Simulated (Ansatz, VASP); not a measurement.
# NaCl in VASP and in Ansatz

Contents of INCAR:

```
ALGO = Normal
EDIFF = 1E-6
ENCUT = 520
GGA = PE
ISIF = 2
ISMEAR = 0
LASPH = T
LCHARG = F
LREAL = F
LWAVE = F
NBANDS = 14
NELM = 60
PREC = Accurate
SIGMA = 0.05
```

The input KPOINTS:

```
k-points
0
Gamma
  8 8 8
```

POSCAR

```
NaCl
1.0
    3.5021900000      0.0000000000      0.0000000000
    0.0000000000      3.5021900000      0.0000000000
    0.0000000000      0.0000000000      3.5021900000
Na Cl
1 1
Direct
    0.0000000000      0.0000000000      0.0000000000
    0.5000000000      0.5000000000      0.5000000000
```

Input for Ansatz:

```yaml
crystal:
  lattice:
    - [3.50219, 0.0, 0.0]
    - [0.0, 3.50219, 0.0]
    - [0.0, 0.0, 3.50219]
  atoms:
    - { symbol: Na, position: [0.0, 0.0, 0.0] }
    - { symbol: Cl, position: [0.5, 0.5, 0.5] }
basis:
  ecutwfc: 420
  ecutrho_ratio: 4
kpoints:
  mp_grid: { grid: [8, 8, 8] }
hamiltonian:
  xc: pbe
scf:
  occupations: { method: gaussian, width: 0.05 }
output:
  forces: true
  stress: true
  eigenvalues: true
```

Alike in both runs: task single point; functional PBE; k mesh 8 × 8 × 8; occupations gaussian, width 0.05 eV; no spin polarisation.

```csv
,VASP,Ansatz
version,VASP 6.6.1,Ansatz 0.2.0
potentials or method,"VASP PAW PBE potentials, release 64 (Na_pv, Cl), cutoff 520 eV","scalar-relativistic, plane waves, PAW"
valence electrons in the cell,14,16
```

|  | VASP | Ansatz | Ansatz less VASP |
| --- | --- | --- | --- |
| gap on the k mesh at the Fermi level (eV) | 3.98 | 3.98 | 0.000 |
| least direct gap on the mesh (eV) | 4.47 | 4.47 | 0.000 |
| pressure (GPa) | 0.1 | 0.1 | +0.05 |

VASP's potentials hold 14 valence electrons a cell and Ansatz's 16, so a difference there can come from the potentials and not from the codes.
